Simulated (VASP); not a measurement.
# WO (Pm-3m) in VASP: single point with r2SCAN

Aim: the single point of WO with r2SCAN.

Program: VASP 6.6.1. These are calculated values, not measurements. Logs are shortened: lines on timing, memory, paths and dates and some standing lists are left out, and cuts for length are marked.

## Step 1: The cell of the first run

It takes space group Pm-3m (No. 221, cubic). Conventional cell: a = 2.826 Å, b = 2.826 Å, c = 2.826 Å, α = 90.00°, β = 90.00°, γ = 90.00°. Within 3.2 Å of W (site symmetry m-3m) lie 8 O at 2.45 Å and 6 W at 2.83 Å. O (site symmetry m-3m) has 8 W at 2.45 Å and 6 O at 2.83 Å within 3.2 Å.

## Step 2: Single point, r2SCAN

The input, POSCAR:

```
WO
1.0
    2.8260125931      0.0000000000      0.0000000000
    0.0000000000      2.8260125931      0.0000000000
    0.0000000000      0.0000000000      2.8260125931
W O
1 1
Direct
    0.0000000000      0.0000000000      0.0000000000
    0.5000000000      0.5000000000      0.5000000000
```

The input, INCAR.step1:

```
PREC = Accurate
ENCUT = 1480
ISMEAR = 0
SIGMA = 0.1
LREAL = F
LASPH = T
NELM = 120
NBANDS = 17
GGA = PE
ALGO = Normal
EDIFF = 1E-5
LWAVE = T
LCHARG = F
GGA_COMPAT = F
```

The input, INCAR.step2:

```
PREC = Accurate
ENCUT = 1480
EDIFF = 1E-6
ISMEAR = 0
SIGMA = 0.1
LREAL = F
LASPH = T
NELM = 120
ALGO = Normal
ISIF = 2
LWAVE = F
LCHARG = F
METAGGA = R2SCAN
LMIXTAU = T
NBANDS = 17
ISTART = 1
GGA_COMPAT = F
```

The input, KPOINTS:

```
Automatic mesh
0
Gamma
  14 14 14
```

Potentials or basis: VASP PAW PBE potentials, release 64 (W_sv, O_h).

Launch:

```sh
> cat potpaw_PBE.64/W_sv/POTCAR potpaw_PBE.64/O_h/POTCAR > POTCAR
> cp INCAR.step1 INCAR
> mpirun -np 1 vasp_std > vasp.out
> cp INCAR.step2 INCAR
> mpirun -np 1 vasp_std > vasp.out
```

OUTCAR:

```text
PREC = Accurate
   ENCUT = 1480
   EDIFF = 1E-6
   ISMEAR = 0
   LREAL = F
   LASPH = T
   NELM = 120
   ISIF = 2
   METAGGA = R2SCAN
   ISTART = 1

 ion  position               nearest neighbor table
   1  0.000  0.000  0.000-   2 2.45   2 2.45   2 2.45   2 2.45   2 2.45   2 2.45   2 2.45   2 2.45

   2  0.500  0.500  0.500-   1 2.45   1 2.45   1 2.45   1 2.45   1 2.45   1 2.45   1 2.45   1 2.45

  LATTYP: Found a simple cubic cell.
 ALAT       =     2.8260125931

  Lattice vectors:

 A1 = (   2.8260125931,   0.0000000000,   0.0000000000)
 A2 = (   0.0000000000,   2.8260125931,   0.0000000000)
 A3 = (   0.0000000000,   0.0000000000,   2.8260125931)

Analysis of symmetry for initial positions (statically):
=====================================================================
 Subroutine PRICEL returns:
 Original cell was already a primitive cell.

 Routine SETGRP: Setting up the symmetry group for a
 simple cubic supercell.

 Subroutine GETGRP returns: Found 48 space group operations
 (whereof 48 operations were pure point group operations)
 out of a pool of 48 trial point group operations.

The static configuration has the point symmetry O_h .

Analysis of symmetry for dynamics (positions and initial velocities):
=====================================================================
 Subroutine PRICEL returns:
 Original cell was already a primitive cell.

 Routine SETGRP: Setting up the symmetry group for a
 simple cubic supercell.

 Subroutine GETGRP returns: Found 48 space group operations
 (whereof 48 operations were pure point group operations)
 out of a pool of 48 trial point group operations.

The dynamic configuration has the point symmetry O_h .

 Subroutine INISYM returns: Found 48 space group operations
 (whereof 48 operations are pure point group operations),
 and found     1 'primitive' translations

----------------------------------------------------------------------------------------

                                     Primitive cell

  volume of cell :      22.5695

  direct lattice vectors                    reciprocal lattice vectors
     2.826012593  0.000000000  0.000000000     0.353855465  0.000000000  0.000000000
     0.000000000  2.826012593  0.000000000     0.000000000  0.353855465  0.000000000
     0.000000000  0.000000000  2.826012593     0.000000000  0.000000000  0.353855465

  length of vectors
[... 74 lines left out ...]
   ISTART =      1    job   : 0-new  1-cont  2-samecut
   ICHARG =      0    charge: 1-file 2-atom 10-const
   ISPIN  =      1    spin polarized calculation?
   LNONCOLLINEAR =      F non collinear calculations
   LSORBIT =      F    spin-orbit coupling
   LASPH  =      T    aspherical Exc in radial PAW
   ENCUT  = 1480.0 eV 108.78 Ry   10.43 a.u.   8.86  8.86  8.86*2*pi/ulx,y,z
   NELM   =    120;   NELMIN=  2; NELMDL=  0     # of ELM steps
   EDIFF  = 0.1E-05   stopping-criterion for ELM
   LREAL  =      F    real-space projection
[... 7 lines left out ...]
   TEBEG  =    0.0;   TEEND  =   0.0 temperature during run
   PSTRESS=    0.0 pullay stress
   NELECT =      20.0000    total number of electrons
   NUPDOWN=      -1.0000    fix difference up-down
   EMIN   =  10.00;   EMAX   =-10.00  energy-range for DOS
   EFERMI =   0.00;   METHOD = LEGACY
   ISMEAR =     0;   SIGMA  =   0.10  broadening in eV -4-tet -1-fermi 0-gaus
   EFERMI_NEDOS =   21; number of points for ismear=-14 and -15
   IALGO  =     38    algorithm
   IMIX   =      4    mixing-type and parameters
     AMIX     =   0.40;   BMIX     =  1.00
     AMIX_MAG =   1.60;   BMIX_MAG =  1.00
  volume/ion in A,a.u.               =      11.28        76.15
  Fermi-wavevector in a.u.,A,eV,Ry     =   1.572452  2.971503 33.641838  2.472605
  Thomas-Fermi vector in A             =   2.673884
   LORBIT       =      0    0 simple, 1 ext, 2 COOP (PROOUT), +10 PAW based schemes
   METAGGA = R2SCAN    functional components
   LHFCALC =     F    Hartree Fock is set to
   AEXX    =    0.0000 exact exchange contribution
   IVDW    =     0    specifies the selected vdW correction
   LEPSILON=     F    determine dielectric tensor
   LRPA    =     F    only Hartree local field effects (RPA)
 non-spin polarized calculation
 Gauss-broadening in eV      SIGMA  =   0.10
  energy-cutoff  :     1480.00
  volume of cell :       22.57
 maximum number of plane-waves:      2968
 NGX is ok and might be reduce to    36
   NGX = 17   NGY = 17   NGZ = 17

 number of electron      20.0000000 magnetization

 Free energy of the ion-electron system (eV)
  ---------------------------------------------------
  ext. energy  EPLUGINS =         0.00000000
  ---------------------------------------------------
  free energy    TOTEN  =       -56.45220630 eV

  energy without entropy =      -56.44037361  energy(sigma->0) =      -56.44628996

 E-fermi :  11.3534     XC(G=0): -14.2613

 val. band max:       11.3465525921   @ k =   0.4286   0.4286   0.0000
 cond. band min:      11.3534715339   @ k =   0.5000   0.4286   0.0000
 fundamental gap:      0.0069189419
 Fermi energy:        11.3534220608

 k-point     1 :       0.0000    0.0000    0.0000
  band No.  band energies     occupation
      1     -65.8065      2.00000
      2     -29.0534      2.00000
      3     -29.0534      2.00000
      4     -29.0534      2.00000
      5     -11.6662      2.00000
      6       5.9602      2.00000
[... 457 lines left out ...]
      4     -28.9763      2.00000
      5     -10.6946      2.00000
      6       2.1402      2.00000
[... 9 lines left out ...]
     16      25.1757      0.00000
     17      26.1132      0.00000

 [... further k-points ...]

------------------------ aborting loop because EDIFF is reached ----------------------------------------

  FORCE on cell =-STRESS in cart. coord.  units (eV):
  Direction    XX          YY          ZZ          XY          YZ          ZX
  --------------------------------------------------------------------------------------
  -------------------------------------------------------------------------------------
  Total       -0.8046012     -0.8046012     -0.8046012     -0.0000000     -0.0000000      0.0000000
  in kB      -57.1174754    -57.1174754    -57.1174754     -0.0000000     -0.0000000      0.0000000
  external PRESSURE =     -57.1174754 kB  Pullay stress =       0.0000000 kB

 VOLUME and BASIS-vectors are now :
 -----------------------------------------------------------------------------
  energy-cutoff  :     1480.00
  volume of cell :       22.57
      direct lattice vectors                 reciprocal lattice vectors
     2.826012593  0.000000000  0.000000000     0.353855465  0.000000000  0.000000000
     0.000000000  2.826012593  0.000000000     0.000000000  0.353855465  0.000000000
     0.000000000  0.000000000  2.826012593     0.000000000  0.000000000  0.353855465

 POSITION                                       TOTAL-FORCE (eV/Angst)
 -----------------------------------------------------------------------------------
      0.00000      0.00000      0.00000         0.000000      0.000000      0.000000
      1.41301      1.41301      1.41301         0.000000      0.000000      0.000000
 -----------------------------------------------------------------------------------
    total drift:                                0.000000      0.000000      0.000000

  FREE ENERGIE OF THE ION-ELECTRON SYSTEM (eV)
  ---------------------------------------------------
  free  energy   TOTEN  =       -56.4522063032 eV

  energy  without entropy=      -56.4403736146  energy(sigma->0) =      -56.44628996
```

OUTCAR.step1:

```text
PREC = Accurate
   ENCUT = 1480
   ISMEAR = 0
   LREAL = F
   LASPH = T
[... 702 lines left out ...]
 -----------------------------------------------------------------------------------
      0.00000      0.00000      0.00000         0.000000      0.000000      0.000000
      1.41301      1.41301      1.41301         0.000000      0.000000      0.000000
 -----------------------------------------------------------------------------------
    total drift:                                0.000000      0.000000      0.000000

  FREE ENERGIE OF THE ION-ELECTRON SYSTEM (eV)
  ---------------------------------------------------
  free  energy   TOTEN  =       -17.0999082519 eV

  energy  without entropy=      -17.0880430570  energy(sigma->0) =      -17.09397565
```

Wall time 4.6 min (1 thread of AMD EPYC 9R45 (Zen 5), shared host); peak memory 0.36 GiB.

Results:

```
Free energy            : -56.4522 eV
Pressure               : -5.7 GPa
Band gap on the k mesh : zero (bands 10 and 11 overlap by 4.96 eV)
```

Levels at points of the mesh, in eV from the Fermi level:
| k point | band 8 | band 9 | band 10 | band 11 | band 12 | band 13 |
| --- | --- | --- | --- | --- | --- | --- |
| (0.00, 0.00, 0.00) | -5.39 | -5.18 | -5.18 | -2.43 | 2.31 | 2.31 |
| (0.50, 0.00, 0.00) | -6.33 | -4.32 | 0.87 | 2.38 | 2.38 | 2.70 |
| (0.50, 0.50, 0.00) | -4.93 | -4.35 | -1.79 | -0.11 | -0.11 | 4.28 |
| (0.50, 0.50, 0.50) | -9.51 | 2.53 | 2.53 | 2.53 | 4.48 | 4.48 |

Caveat: the cell stands under tension; the PAW data sets were made with another functional, which shifts forces and pressure a little; spin-orbit coupling is left out, which moves the levels of the heavy elements.
